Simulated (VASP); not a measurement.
# KMgF3 (P4/mmm) in VASP: settings compared

The runs below take KMgF3 through single point, with PBE, r2SCAN, HSE06.

All numbers are computed with VASP 6.6.1; they aren't measurements. Logs are shortened: lines on timing, memory, paths and dates and some standing lists are left out, and cuts for length are marked.

### Step 1. The cell of the first run

The structure is tetragonal, space group P4/mmm (No. 123). The conventional cell has a = 4.158 Å, b = 4.158 Å, c = 3.891 Å, α = 90.00°, β = 90.00°, γ = 90.00°. Within 3.9 Å of K (site symmetry 4/mmm) lie 12 F at 2.85 to 2.94 Å and 8 Mg at 3.53 Å and 2 K at 3.89 Å. Within 2.6 Å of Mg (site symmetry 4/mmm) lie 6 F at 1.95 to 2.08 Å. F (site symmetry mmm) has 2 Mg at 2.08 Å and 4 K at 2.85 Å and 8 F at 2.85 to 2.94 Å within 3.0 Å. F (site symmetry 4/mmm) has 2 Mg at 1.95 Å within 2.6 Å.

### Step 2. Single point, PBE (epitaxial xy strain +4.5%)

Contents of INCAR:

```
SYSTEM = KMgF3
  PREC = Accurate
  ENCUT = 600
  EDIFF = 1E-6
  ISMEAR = -1
  SIGMA = 0.02
  LREAL = .FALSE.
  LASPH = .TRUE.
  NELM = 120
  ALGO = Normal
  ISIF = 2
  LWAVE = .FALSE.
  LCHARG = .FALSE.
  GGA = PE
  NBANDS = 24
  GGA_COMPAT = .FALSE.
```

Contents of KPOINTS:

```
Automatic mesh
0
G
  6 6 6
  0 0 0
```

Contents of POSCAR:

```
KMgF3
1.0
    4.1577540817      0.0000000000      0.0000000000
    0.0000000000      4.1577540817      0.0000000000
    0.0000000000      0.0000000000      3.8914763217
K Mg F
1 1 3
Direct
    0.5000000000      0.5000000000      0.5000000000
    0.0000000000      0.0000000000      0.0000000000
    0.5000000000      0.0000000000      0.0000000000
    0.0000000000      0.5000000000      0.0000000000
    0.0000000000      0.0000000000      0.5000000000
```

Potentials or basis: VASP PAW PBE potentials, release 64 (K_sv, Mg, F).

The run is started by

```
$ cat potpaw_PBE.64/K_sv/POTCAR potpaw_PBE.64/Mg/POTCAR potpaw_PBE.64/F/POTCAR > POTCAR
$ mpirun -np 1 vasp_std > vasp.out
```

OUTCAR:

```text
SYSTEM = KMgF3
   PREC = Accurate
   ENCUT = 600
   EDIFF = 1E-6
   ISMEAR = -1
   LREAL = .FALSE.
   LASPH = .TRUE.
   NELM = 120
   ISIF = 2
   GGA = PE

 ion  position               nearest neighbor table
   1  0.500  0.500  0.500-   3 2.85   4 2.85   3 2.85   4 2.85   3 2.85   3 2.85   4 2.85   4 2.85
                             2 3.53   2 3.53   2 3.53   2 3.53   2 3.53   2 3.53   2 3.53   2 3.53
   2  0.000  0.000  0.000-   5 1.95   5 1.95   3 2.08   4 2.08   4 2.08   3 2.08   1 3.53   1 3.53
                             1 3.53   1 3.53   1 3.53   1 3.53   1 3.53   1 3.53
   3  0.500  0.000  0.000-   2 2.08   2 2.08   1 2.85   1 2.85   1 2.85   1 2.85
   4  0.000  0.500  0.000-   2 2.08   2 2.08   1 2.85   1 2.85   1 2.85   1 2.85
   5  0.000  0.000  0.500-   2 1.95   2 1.95

  LATTYP: Found a simple tetragonal cell.
 ALAT       =     4.1577540817
 C/A-ratio  =     0.9359563469

  Lattice vectors:

 A1 = (   4.1577540817,   0.0000000000,   0.0000000000)
 A2 = (   0.0000000000,   4.1577540817,   0.0000000000)
 A3 = (   0.0000000000,   0.0000000000,   3.8914763217)

Analysis of symmetry for initial positions (statically):
=====================================================================
 Subroutine PRICEL returns:
 Original cell was already a primitive cell.

 Routine SETGRP: Setting up the symmetry group for a
 simple tetragonal supercell.

 Subroutine GETGRP returns: Found 16 space group operations
 (whereof 16 operations were pure point group operations)
 out of a pool of 16 trial point group operations.

The static configuration has the point symmetry D_4h.

Analysis of symmetry for dynamics (positions and initial velocities):
=====================================================================
 Subroutine PRICEL returns:
 Original cell was already a primitive cell.

 Routine SETGRP: Setting up the symmetry group for a
 simple tetragonal supercell.

 Subroutine GETGRP returns: Found 16 space group operations
 (whereof 16 operations were pure point group operations)
 out of a pool of 16 trial point group operations.

The dynamic configuration has the point symmetry D_4h.

 Subroutine INISYM returns: Found 16 space group operations
 (whereof 16 operations are pure point group operations),
 and found     1 'primitive' translations

----------------------------------------------------------------------------------------

                                     Primitive cell

[... 97 lines left out ...]
   LREAL  =      F    real-space projection
   EDIFFG = 0.1E-04   stopping-criterion for IOM
   NSW    =      0    number of steps for IOM
   IBRION =     -1    ionic relax: 0-MD 1-quasi-New 2-CG
   NFREE  =      0    steps in history (QN), initial steepest desc. (CG)
   ISIF   =      2    stress and relaxation
   ISYM   =      2    0-nonsym 1-usesym 2-fastsym
   POTIM  = 0.5000    time-step for ionic-motion
   TEBEG  =    0.0;   TEEND  =   0.0 temperature during run
   PSTRESS=    0.0 pullay stress
   NELECT =      32.0000    total number of electrons
   NUPDOWN=      -1.0000    fix difference up-down
   EMIN   =  10.00;   EMAX   =-10.00  energy-range for DOS
   EFERMI =   0.00;   METHOD = LEGACY
   ISMEAR =    -1;   SIGMA  =   0.02  broadening in eV -4-tet -1-fermi 0-gaus
   EFERMI_NEDOS =   21; number of points for ismear=-14 and -15
   IALGO  =     38    algorithm
   IMIX   =      4    mixing-type and parameters
     AMIX     =   0.40;   BMIX     =  1.00
     AMIX_MAG =   1.60;   BMIX_MAG =  1.00
  volume/ion in A,a.u.               =      13.45        90.79
  Fermi-wavevector in a.u.,A,eV,Ry     =   1.277951  2.414977 22.220470  1.633158
  Thomas-Fermi vector in A             =   2.410521
   LORBIT       =      0    0 simple, 1 ext, 2 COOP (PROOUT), +10 PAW based schemes
   GGA     = PE    functional components
   LHFCALC =     F    Hartree Fock is set to
   AEXX    =    0.0000 exact exchange contribution
   IVDW    =     0    specifies the selected vdW correction
   LEPSILON=     F    determine dielectric tensor
   LRPA    =     F    only Hartree local field effects (RPA)
 non-spin polarized calculation
  energy-cutoff  :      600.00
  volume of cell :       67.27
 maximum number of plane-waves:      2280
 NGX is ok and might be reduce to    36
   NGX = 17   NGY = 17   NGZ = 15

 number of electron      32.0000006 magnetization

 Free energy of the ion-electron system (eV)
  ---------------------------------------------------
  ext. energy  EPLUGINS =         0.00000000
  ---------------------------------------------------
  free energy    TOTEN  =       -24.40333387 eV

  energy without entropy =      -24.40333387  energy(sigma->0) =      -24.40333387

 E-fermi :  -1.3530     XC(G=0):  -9.3858

 val. band max:       -1.8879924913   @ k =   0.5000   0.5000   0.5000
 cond. band min:       4.9590616717   @ k =   0.0000   0.0000   0.0000
 fundamental gap:      6.8470541630
 Fermi energy:        -1.3530107957

 k-point     1 :       0.0000    0.0000    0.0000
  band No.  band energies     occupation
      1     -27.6789      2.00000
      2     -21.9537      2.00000
      3     -21.3124      2.00000
      4     -21.1872      2.00000
      5     -11.1800      2.00000
      6     -11.1800      2.00000
[... 637 lines left out ...]
     23      11.7961      0.00000
     24      12.8668      0.00000

 [... further k-points ...]

------------------------ aborting loop because EDIFF is reached ----------------------------------------

  FORCE on cell =-STRESS in cart. coord.  units (eV):
  Direction    XX          YY          ZZ          XY          YZ          ZX
  --------------------------------------------------------------------------------------
  -------------------------------------------------------------------------------------
  Total       -1.1186055     -1.1186055      1.3423184      0.0000000      0.0000000      0.0000000
  in kB      -26.6413086    -26.6413086     31.9693751      0.0000000      0.0000000      0.0000000
  external PRESSURE =      -7.1044140 kB  Pullay stress =       0.0000000 kB

 VOLUME and BASIS-vectors are now :
 -----------------------------------------------------------------------------
  energy-cutoff  :      600.00
  volume of cell :       67.27
      direct lattice vectors                 reciprocal lattice vectors
     4.157754082  0.000000000  0.000000000     0.240514465  0.000000000  0.000000000
     0.000000000  4.157754082  0.000000000     0.000000000  0.240514465  0.000000000
     0.000000000  0.000000000  3.891476322     0.000000000  0.000000000  0.256971884

 POSITION                                       TOTAL-FORCE (eV/Angst)
 -----------------------------------------------------------------------------------
      2.07888      2.07888      1.94574         0.000000      0.000000      0.000000
      0.00000      0.00000      0.00000         0.000000      0.000000      0.000000
      2.07888      0.00000      0.00000         0.000000      0.000000      0.000000
      0.00000      2.07888      0.00000         0.000000      0.000000      0.000000
      0.00000      0.00000      1.94574         0.000000      0.000000      0.000000
 -----------------------------------------------------------------------------------
    total drift:                                0.000000      0.000000     -0.000000

  FREE ENERGIE OF THE ION-ELECTRON SYSTEM (eV)
  ---------------------------------------------------
  free  energy   TOTEN  =       -24.4033338693 eV

  energy  without entropy=      -24.4033338693  energy(sigma->0) =      -24.40333387
```

OSZICAR:

```text
N       E                     dE             d eps       ncg     rms          rms(c)
DAV:   1     0.243441177007E+03    0.24344E+03   -0.18558E+04  1960   0.142E+03
DAV:   2    -0.133158638231E+02   -0.25676E+03   -0.24605E+03  2464   0.358E+02
DAV:   3    -0.260823941003E+02   -0.12767E+02   -0.12691E+02  2752   0.751E+01
DAV:   4    -0.266361272165E+02   -0.55373E+00   -0.55366E+00  2576   0.925E+00
DAV:   5    -0.266395312406E+02   -0.34040E-02   -0.34040E-02  2616   0.782E-01    0.896E+00
DAV:   6    -0.244142392412E+02    0.22253E+01   -0.73985E+00  2304   0.187E+01    0.385E+00
DAV:   7    -0.244060122500E+02    0.82270E-02   -0.23081E-01  2312   0.278E+00    0.226E+00
DAV:   8    -0.244029843640E+02    0.30279E-02   -0.72808E-02  2456   0.251E+00    0.292E-01
DAV:   9    -0.244029906880E+02   -0.63240E-05   -0.12550E-02  2480   0.781E-01    0.139E-01
DAV:  10    -0.244033010264E+02   -0.31034E-03   -0.81188E-04  2504   0.180E-01    0.971E-02
DAV:  11    -0.244033413600E+02   -0.40334E-04   -0.56825E-05  2424   0.648E-02    0.470E-02
DAV:  12    -0.244033333045E+02    0.80555E-05   -0.67897E-05  2320   0.564E-02    0.782E-03
DAV:  13    -0.244033338693E+02   -0.56482E-06   -0.23791E-06  2008   0.100E-02
   1 F= -.24403334E+02 E0= -.24403334E+02  d E =-.102401E-12
```

stdout:

```text
POSCAR found type information on POSCAR K MgF
 POSCAR found :  3 types and       5 ions
 scaLAPACK will be used
 LDA part: xc-table for (Slater+PW92), standard interpolation
 POSCAR, INCAR and KPOINTS ok, starting setup
 FFT: planning ... GRIDC
 FFT: planning ... GRID_SOFT
 FFT: planning ... GRID
 WAVECAR not read
 entering main loop
```

Wall time 77 s (1 thread of Intel Xeon Platinum 8488C (Sapphire Rapids), shared host); peak memory 0.24 GiB.

Results:

| Quantity | Value |
| --- | --- |
| Free energy | -24.4033 eV |
| Pressure | -0.7 GPa |
| Band gap on the k mesh | 6.85 eV (least direct gap 7.16 eV) |

Caveat: the cell differs from its parent crystal (epitaxial xy strain +4.5%). A k mesh can miss the band edges.

[end of part 1 of 2]
